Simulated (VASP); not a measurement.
Input of a VASP 6.6.1 run:

The input INCAR:

```
SYSTEM = Al
ALGO     = Fast           ! electronic algorithm
EDIFF    = 1E-7           ! SCF threshold, eV
ENCUT    = 520            ! plane-wave cutoff, eV
GGA      = PS             ! functional
ISIF     = 2              ! what is computed and relaxed
ISMEAR   = 0              ! smearing method
LASPH    = .TRUE.         ! aspherical terms in the spheres
LCHARG   = .FALSE.        ! write CHGCAR
LREAL    = .FALSE.        ! projectors in reciprocal space
LWAVE    = .FALSE.        ! write WAVECAR
NBANDS   = 8              ! bands
NELM     = 80             ! most SCF steps
PREC     = Accurate       ! precision mode
SIGMA    = 0.15           ! smearing width, eV
```

The input KPOINTS:

```
k-points
0
G
  20 20 20
  0 0 0
```

The input POSCAR:

```
Al
1.0
    0.0000000000      2.0239800000      1.9025412000
    2.0239800000      0.0000000000      1.9025412000
    2.0239800000      2.0239800000      0.0000000000
Al
1
Direct
    0.0000000000      0.0000000000      0.0000000000
```

Potentials or basis: VASP PAW PBE potentials, release 64 (Al).

Run with:

```console
$ cat potpaw_PBE.64/Al/POTCAR > POTCAR
$ mpirun -np 1 vasp_std > vasp.out
```

(1) Predict the pressure.

Results:

(1) 3.7 GPa.

Caveat: the cell differs from its parent crystal (strain -0.0600 x Voigt [0, 0, 1, 0, 0, 0]); the PAW data sets were made with another functional, which shifts forces and pressure a little.
